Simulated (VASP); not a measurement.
Input of a VASP 6.6.1 run:

Contents of POSCAR:

```
AlNi
1.0
    1.9256822388     -1.9400810963      0.0000000000
    1.9256822388      1.9400810963      0.0000000000
    0.0000000000      0.0000000000      3.0786278706
Ni Al
1 1
Direct
    0.5000000000      0.5000000000      0.5000000000
    0.0000000000      0.0000000000      0.0000000000
```

File INCAR.step1:

```
SYSTEM = AlNi
  ALGO = Normal
  EDIFF = 1E-5
  ENCUT = 520
  GGA = PE
  GGA_COMPAT = .False.
  ISIF = 2
  ISMEAR = -1
  ISPIN = 2
  KPAR = 4
  LASPH = .True.
  LMAXMIX = 4
  LORBIT = 11
  LREAL = .False.
  LWAVE = .True.
  MAGMOM = 1 0
  NBANDS = 18
  NELM = 200
  PREC = Accurate
  SIGMA = 0.05
```

The input INCAR.step2:

```
SYSTEM = AlNi
  AEXX = 0.25
  ALGO = Normal
  EDIFF = 1E-6
  ENCUT = 520
  GGA = PE
  GGA_COMPAT = .False.
  ISIF = 2
  ISMEAR = -1
  ISPIN = 2
  ISTART = 1
  KPAR = 4
  LASPH = .True.
  LCHARG = .True.
  LHFCALC = .True.
  LMAXMIX = 4
  LORBIT = 11
  LREAL = .False.
  LVHAR = .True.
  LWAVE = .False.
  MAGMOM = 1 0
  NBANDS = 18
  NELM = 200
  PREC = Accurate
  PRECFOCK = Normal
  SIGMA = 0.05
```

The input KPOINTS:

```
k-points
0
Gamma
  6 6 6
  0 0 0
```

Potentials or basis: VASP PAW PBE potentials, release 64 (Ni, Al).

Run with:

```console
$ cat potpaw_PBE.64/Ni/POTCAR potpaw_PBE.64/Al/POTCAR > POTCAR
$ cp INCAR.step1 INCAR
$ mpirun -np 4 vasp_std > vasp.out
$ cp INCAR.step2 INCAR
$ mpirun -np 4 vasp_std > vasp.out
```

(1) What does it give for the pressure?

(2) Predict the net moment.

Results:

(1) 4.2 GPa.

(2) 0.05 μB per cell.

Caveat: the k points lie up to 0.38 Å⁻¹ apart; the moments typed at the start vanished in this run; the PAW data sets were made with another functional, which shifts forces and pressure a little.
